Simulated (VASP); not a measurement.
# NaCl (Fm-3m) in VASP: a series of runs

The runs below take NaCl through single point, with PBE.

Program: VASP 6.6.1. These are calculated values, not measurements. Logs are shortened: lines on timing, memory, paths and dates and some standing lists are left out, and cuts for length are marked.

## (1) The cell of the first run

Symmetry: Fm-3m, No. 225, cubic system. Conventional cell: a = 5.210 Å, b = 5.210 Å, c = 5.210 Å, α = 90.00°, β = 90.00°, γ = 90.00°. Na (site symmetry m-3m) has 6 Cl at 2.61 Å within 3.4 Å. Cl (site symmetry m-3m) has 6 Na at 2.61 Å within 3.4 Å.

## (2) Single point, PBE

The input, INCAR:

```
SYSTEM = NaCl
PREC = Accurate ; ENCUT = 520
EDIFF = 1E-6 ; ISMEAR = 0
SIGMA = 0.1 ; LREAL = .False.
LASPH = .True. ; NELM = 60
ALGO = Normal ; ISIF = 2
LWAVE = .False. ; LCHARG = .False.
GGA = PE ; NBANDS = 14
```

The input, KPOINTS:

```
Automatic mesh
0
Gamma
  6 6 6
  0 0 0
```

The input, POSCAR:

```
NaCl
1.0
    0.0000000000      2.6050289807      2.6050289807
    2.6050289807      0.0000000000      2.6050289807
    2.6050289807      2.6050289807      0.0000000000
Na Cl
1 1
Direct
    0.0000000000      0.0000000000      0.0000000000
    0.5000000000      0.5000000000      0.5000000000
```

Potentials or basis: VASP PAW PBE potentials, release 64 (Na_pv, Cl).

Command:

```bash
$ cat potpaw_PBE.64/Na_pv/POTCAR potpaw_PBE.64/Cl/POTCAR > POTCAR
$ mpirun -np 1 vasp_std > vasp.out
```

OUTCAR:

```text
SYSTEM = NaCl
   PREC = Accurate
   ENCUT = 520
   EDIFF = 1E-6
   ISMEAR = 0
   LREAL = .False.
   LASPH = .True.
   NELM = 60
   ISIF = 2
   GGA = PE

 ion  position               nearest neighbor table
   1  0.000  0.000  0.000-   2 2.61   2 2.61   2 2.61   2 2.61   2 2.61   2 2.61
   2  0.500  0.500  0.500-   1 2.61   1 2.61   1 2.61   1 2.61   1 2.61   1 2.61

  LATTYP: Found a face centered cubic cell.
 ALAT       =     5.2100579614

  Lattice vectors:

 A1 = (   0.0000000000,   2.6050289807,   2.6050289807)
 A2 = (   2.6050289807,   0.0000000000,   2.6050289807)
 A3 = (   2.6050289807,   2.6050289807,   0.0000000000)

Analysis of symmetry for initial positions (statically):
=====================================================================
 Subroutine PRICEL returns:
 Original cell was already a primitive cell.

 Routine SETGRP: Setting up the symmetry group for a
 face centered cubic supercell.

 Subroutine GETGRP returns: Found 48 space group operations
 (whereof 48 operations were pure point group operations)
 out of a pool of 48 trial point group operations.

The static configuration has the point symmetry O_h .

Analysis of symmetry for dynamics (positions and initial velocities):
=====================================================================
 Subroutine PRICEL returns:
 Original cell was already a primitive cell.

 Routine SETGRP: Setting up the symmetry group for a
 face centered cubic supercell.

 Subroutine GETGRP returns: Found 48 space group operations
 (whereof 48 operations were pure point group operations)
 out of a pool of 48 trial point group operations.

The dynamic configuration has the point symmetry O_h .

 Subroutine INISYM returns: Found 48 space group operations
 (whereof 48 operations are pure point group operations),
 and found     1 'primitive' translations

----------------------------------------------------------------------------------------

                                     Primitive cell

  volume of cell :      35.3564

  direct lattice vectors                    reciprocal lattice vectors
     0.000000000  2.605028981  2.605028981    -0.191936444  0.191936444  0.191936444
     2.605028981  0.000000000  2.605028981     0.191936444 -0.191936444  0.191936444
     2.605028981  2.605028981  0.000000000     0.191936444  0.191936444 -0.191936444

  length of vectors
     3.684067315  3.684067315  3.684067315     0.332443673  0.332443673  0.332443673

  position of ions in fractional coordinates (direct lattice)
     0.000000000  0.000000000  0.000000000
     0.500000000  0.500000000  0.500000000

  ion indices of the primitive-cell ions
   primitive index   ion index
                 1           1
                 2           2

----------------------------------------------------------------------------------------

 KPOINTS: Automatic mesh

Automatic generation of k-mesh.
 Grid dimensions read from file:
 generate k-points for:    6    6    6

 Generating k-lattice:

  Cartesian coordinates                     Fractional coordinates (reciprocal lattice)
    -0.031989407  0.031989407  0.031989407     0.166666667  0.000000000  0.000000000
     0.031989407 -0.031989407  0.031989407     0.000000000  0.166666667  0.000000000
     0.031989407  0.031989407 -0.031989407     0.000000000  0.000000000  0.166666667

  Length of vectors
     0.055407279  0.055407279  0.055407279

  Shift w.r.t. Gamma in fractional coordinates (k-lattice)
     0.000000000  0.000000000  0.000000000

 Subroutine IBZKPT returns following result:
 ===========================================

 Found     16 irreducible k-points:

 Following reciprocal coordinates:
            Coordinates               Weight
  0.000000  0.000000  0.000000      1.000000
  0.166667  0.000000  0.000000      8.000000
  0.333333  0.000000  0.000000      8.000000
  0.500000  0.000000  0.000000      4.000000
  0.166667  0.166667  0.000000      6.000000
  0.333333  0.166667  0.000000     24.000000
[... 8 lines left out ...]
 -0.333333  0.333333  0.166667     24.000000
 -0.333333  0.500000  0.166667     12.000000
   k-points           NKPTS =     16   k-points in BZ     NKDIM =     16   number of bands    NBANDS=     14
   number of dos      NEDOS =    301   number of ions     NIONS =      2
   total plane-waves  NPLWV =  21952
   dimension x,y,z NGX =    28 NGY =   28 NGZ =   28
   dimension x,y,z NGXF=    56 NGYF=   56 NGZF=   56
   ions per type =               1   1
   NGX,Y,Z   is equivalent  to a cutoff of  12.64, 12.64, 12.64 a.u.
   NGXF,Y,Z  is equivalent  to a cutoff of  25.27, 25.27, 25.27 a.u.
 SYSTEM =  NaCl
   PREC   = accura    normal or accurate (medium, high low for compatibility)
   ISTART =      0    job   : 0-new  1-cont  2-samecut
   ICHARG =      2    charge: 1-file 2-atom 10-const
   ISPIN  =      1    spin polarized calculation?
   LNONCOLLINEAR =      F non collinear calculations
   LSORBIT =      F    spin-orbit coupling
   LASPH  =      T    aspherical Exc in radial PAW
   ENCUT  =  520.0 eV  38.22 Ry    6.18 a.u.   6.85  6.85  6.85*2*pi/ulx,y,z
   NELM   =     60;   NELMIN=  2; NELMDL= -5     # of ELM steps
   EDIFF  = 0.1E-05   stopping-criterion for ELM
   LREAL  =      F    real-space projection
   EDIFFG = 0.1E-04   stopping-criterion for IOM
   NSW    =      0    number of steps for IOM
   IBRION =     -1    ionic relax: 0-MD 1-quasi-New 2-CG
   NFREE  =      0    steps in history (QN), initial steepest desc. (CG)
   ISIF   =      2    stress and relaxation
   ISYM   =      2    0-nonsym 1-usesym 2-fastsym
   POTIM  = 0.5000    time-step for ionic-motion
   TEBEG  =    0.0;   TEEND  =   0.0 temperature during run
   PSTRESS=    0.0 pullay stress
   NELECT =      14.0000    total number of electrons
   NUPDOWN=      -1.0000    fix difference up-down
   EMIN   =  10.00;   EMAX   =-10.00  energy-range for DOS
   EFERMI =   0.00;   METHOD = LEGACY
   ISMEAR =     0;   SIGMA  =   0.10  broadening in eV -4-tet -1-fermi 0-gaus
   EFERMI_NEDOS =   21; number of points for ismear=-14 and -15
   IALGO  =     38    algorithm
   IMIX   =      4    mixing-type and parameters
     AMIX     =   0.40;   BMIX     =  1.00
     AMIX_MAG =   1.60;   BMIX_MAG =  1.00
  volume/ion in A,a.u.               =      17.68       119.30
  Fermi-wavevector in a.u.,A,eV,Ry     =   1.202158  2.271750 19.662926  1.445184
  Thomas-Fermi vector in A             =   2.337947
   LORBIT       =      0    0 simple, 1 ext, 2 COOP (PROOUT), +10 PAW based schemes
   GGA     = PE    functional components
   LHFCALC =     F    Hartree Fock is set to
   AEXX    =    0.0000 exact exchange contribution
   IVDW    =     0    specifies the selected vdW correction
   LEPSILON=     F    determine dielectric tensor
   LRPA    =     F    only Hartree local field effects (RPA)
 non-spin polarized calculation
 Gauss-broadening in eV      SIGMA  =   0.10
  energy-cutoff  :      520.00
  volume of cell :       35.36
 maximum number of plane-waves:       962
   NGX = 13   NGY = 13   NGZ = 13

 number of electron      14.0000008 magnetization

 Free energy of the ion-electron system (eV)
  ---------------------------------------------------
  ext. energy  EPLUGINS =         0.00000000
  ---------------------------------------------------
  free energy    TOTEN  =        -6.46567392 eV

  energy without entropy =       -6.46567392  energy(sigma->0) =       -6.46567392

 E-fermi :   1.3129     XC(G=0):  -9.2333

 val. band max:        0.8986937033   @ k =   0.0000   0.0000   0.0000
 cond. band min:       7.0995525034   @ k =   0.0000   0.0000   0.0000
 fundamental gap:      6.2008588002
 Fermi energy:         1.3129131004

 k-point     1 :       0.0000    0.0000    0.0000
  band No.  band energies     occupation
      1     -19.5902      2.00000
      2     -19.5902      2.00000
      3     -19.5902      2.00000
      4     -12.4399      2.00000
      5       0.8987      2.00000
      6       0.8987      2.00000
      7       0.8987      2.00000
      8       7.0996      0.00000
      9      12.1591      0.00000
     10      12.1591      0.00000
     11      12.1591      0.00000
     12      14.6675      0.00000
     13      14.6675      0.00000
     14      16.6711      0.00000

 k-point     2 :       0.1667    0.0000    0.0000
  band No.  band energies     occupation
      1     -19.6130      2.00000
      2     -19.5914      2.00000
      3     -19.5914      2.00000
      4     -12.2826      2.00000
      5       0.0448      2.00000
      6       0.7833      2.00000
      7       0.7833      2.00000
      8       8.0258      0.00000
      9      11.4788      0.00000
     10      12.5614      0.00000
     11      12.5614      0.00000
     12      14.4721      0.00000
     13      14.4721      0.00000
     14      18.3845      0.00000

 k-point     3 :       0.3333    0.0000    0.0000
  band No.  band energies     occupation
      1     -19.6573      2.00000
      2     -19.5939      2.00000
      3     -19.5939      2.00000
      4     -11.9460      2.00000
      5      -1.2901      2.00000
      6       0.5673      2.00000
      7       0.5673      2.00000
      8       8.6563      0.00000
      9      12.2653      0.00000
     10      12.5857      0.00000
     11      12.5857      0.00000
     12      15.7615      0.00000
     13      15.7615      0.00000
     14      18.0037      0.00000
[... 188 lines left out ...]
 k-point    15 :      -0.3333    0.3333    0.1667
  band No.  band energies     occupation
      1     -19.6482      2.00000
      2     -19.6202      2.00000
      3     -19.6067      2.00000
      4     -11.6952      2.00000
      5      -1.2358      2.00000
      6      -0.5561      2.00000
      7       0.0887      2.00000
      8      10.4144      0.00000
      9      10.8599      0.00000
     10      11.7930      0.00000
     11      13.8287      0.00000
     12      16.3802      0.00000
     13      18.3766      0.00000
     14      19.0343      0.00000

 k-point    16 :      -0.3333    0.5000    0.1667
  band No.  band energies     occupation
      1     -19.6369      2.00000
      2     -19.6201      2.00000
      3     -19.6180      2.00000
      4     -11.6834      2.00000
      5      -1.1823      2.00000
      6      -0.4417      2.00000
      7      -0.1648      2.00000
      8       9.8839      0.00000
      9      10.1567      0.00000
     10      12.5104      0.00000
     11      14.2769      0.00000
     12      18.2622      0.00000
     13      18.8969      0.00000
     14      18.9398      0.00000

------------------------ aborting loop because EDIFF is reached ----------------------------------------

  FORCE on cell =-STRESS in cart. coord.  units (eV):
  Direction    XX          YY          ZZ          XY          YZ          ZX
  --------------------------------------------------------------------------------------
  -------------------------------------------------------------------------------------
  Total        2.5989254      2.5989254      2.5989254      0.0000000      0.0000000     -0.0000000
  in kB      117.7705544    117.7705544    117.7705544      0.0000000      0.0000000     -0.0000000
  external PRESSURE =     117.7705544 kB  Pullay stress =       0.0000000 kB

 VOLUME and BASIS-vectors are now :
 -----------------------------------------------------------------------------
  energy-cutoff  :      520.00
  volume of cell :       35.36
      direct lattice vectors                 reciprocal lattice vectors
     0.000000000  2.605028981  2.605028981    -0.191936444  0.191936444  0.191936444
     2.605028981  0.000000000  2.605028981     0.191936444 -0.191936444  0.191936444
     2.605028981  2.605028981  0.000000000     0.191936444  0.191936444 -0.191936444

 POSITION                                       TOTAL-FORCE (eV/Angst)
 -----------------------------------------------------------------------------------
      0.00000      0.00000      0.00000         0.000000      0.000000      0.000000
      2.60503      2.60503      2.60503        -0.000000     -0.000000     -0.000000
 -----------------------------------------------------------------------------------
    total drift:                                0.000000      0.000000      0.000000

  FREE ENERGIE OF THE ION-ELECTRON SYSTEM (eV)
  ---------------------------------------------------
  free  energy   TOTEN  =        -6.4656739217 eV

  energy  without entropy=       -6.4656739217  energy(sigma->0) =       -6.46567392
```

It took 6.3 s on 1 thread of Intel Xeon Platinum 8559C (Emerald Rapids), shared host; peak memory 0.15 GiB.

Results:

- Free energy: -6.4657 eV
- Pressure: 11.8 GPa
- Band gap on the k mesh: 6.20 eV, direct

Levels at points of the mesh, in eV from the valence-band top:
```
           k point  band 3  band 4  band 5  band 6  band 7  band 8  band 9  band 10  band 11  band 12
(0.00, 0.00, 0.00)  -20.49  -13.34    0.00    0.00    0.00    6.20   11.26    11.26    11.26    13.77
(0.50, 0.00, 0.00)  -20.49  -12.66   -2.77   -0.43   -0.43    7.65   11.50    11.50    12.72    16.65
(0.50, 0.50, 0.00)  -20.51  -12.62   -2.38   -0.86   -0.86    7.73    8.21    13.17    16.10    17.07
```

## (3) Single point, PBE

The input, INCAR:

```
PREC = Accurate ; ENCUT = 520
EDIFF = 1E-6 ; ISMEAR = 0
SIGMA = 0.1 ; LREAL = F
LASPH = T ; NELM = 100
ALGO = Normal ; ISIF = 2
LWAVE = F ; LCHARG = F
GGA = PE ; NBANDS = 14
```

The input, KPOINTS:

```
regular mesh
0
Gamma
  6 6 6
```

POSCAR is that of step 2.

Potentials or basis: VASP PAW PBE potentials, release 64 (Na_pv, Cl).

Command:

```bash
$ cat potpaw_PBE.64/Na_pv/POTCAR potpaw_PBE.64/Cl/POTCAR > POTCAR
$ mpirun -np 1 vasp_std > vasp.out
```

It took 7.8 s on 1 thread of Intel Xeon Platinum 8559C (Emerald Rapids), shared host; peak memory 0.14 GiB.

The run converged. Its results:

| Quantity | Value |
| --- | --- |
| Free energy | -6.4657 eV |
| Pressure | 11.8 GPa |
| Band gap on the k mesh | 6.20 eV, direct |

Levels at points of the mesh, in eV from the valence-band top:
```csv
k point,band 4,band 5,band 6,band 7,band 8,band 9,band 10,band 11
"(0.00, 0.00, 0.00)",-13.34,0.00,0.00,0.00,6.20,11.26,11.26,11.26
"(0.50, 0.00, 0.00)",-12.66,-2.77,-0.43,-0.43,7.65,11.50,11.50,12.72
"(0.50, 0.50, 0.00)",-12.62,-2.38,-0.86,-0.86,7.73,8.21,13.17,16.10
```

## (4) Single point, PBE

This run uses another cell than the first one, of 19.24 Å³/atom, 1.088 times its volume.

The input, INCAR:

```
PREC = Accurate
ENCUT = 520
EDIFF = 1E-6
ISMEAR = 0
SIGMA = 0.1
LREAL = F
LASPH = T
NELM = 80
ALGO = Normal
ISIF = 2
LWAVE = F
LCHARG = T
GGA = PE
LELF = T
LVHAR = T
NBANDS = 14
```

The input, KPOINTS:

```
Automatic mesh
0
Gamma
  6 6 6
```

The input, POSCAR:

```
NaCl
1.0
    0.0000000000      2.6796849113      2.6796849113
    2.6796849113      0.0000000000      2.6796849113
    2.6796849113      2.6796849113      0.0000000000
Na Cl
1 1
Direct
    0.0000000000      0.0000000000      0.0000000000
    0.5000000000      0.5000000000      0.5000000000
```

Command:

```bash
$ cat potpaw_PBE.64/Na_pv/POTCAR potpaw_PBE.64/Cl/POTCAR > POTCAR
$ mpirun -np 1 vasp_std > vasp.out
```

Run time: 8.2 s. Hardware: 1 thread of Intel Xeon Platinum 8559C (Emerald Rapids), shared host; peak memory 0.14 GiB.

Results (log left out):

* Free energy: -6.6426 eV
* Pressure: 6.6 GPa
* Band gap on the k mesh: 5.77 eV, direct

Levels at points of the mesh, in eV from the valence-band top:
| k point | band 5 | band 6 | band 7 | band 8 | band 9 | band 10 |
| --- | --- | --- | --- | --- | --- | --- |
| (0.00, 0.00, 0.00) | 0.00 | 0.00 | 0.00 | 5.77 | 11.24 | 11.24 |
| (0.50, 0.00, 0.00) | -2.43 | -0.36 | -0.36 | 7.53 | 11.32 | 11.32 |
| (0.50, 0.50, 0.00) | -2.10 | -0.76 | -0.76 | 7.89 | 7.98 | 12.47 |

[end of part 1 of 2]
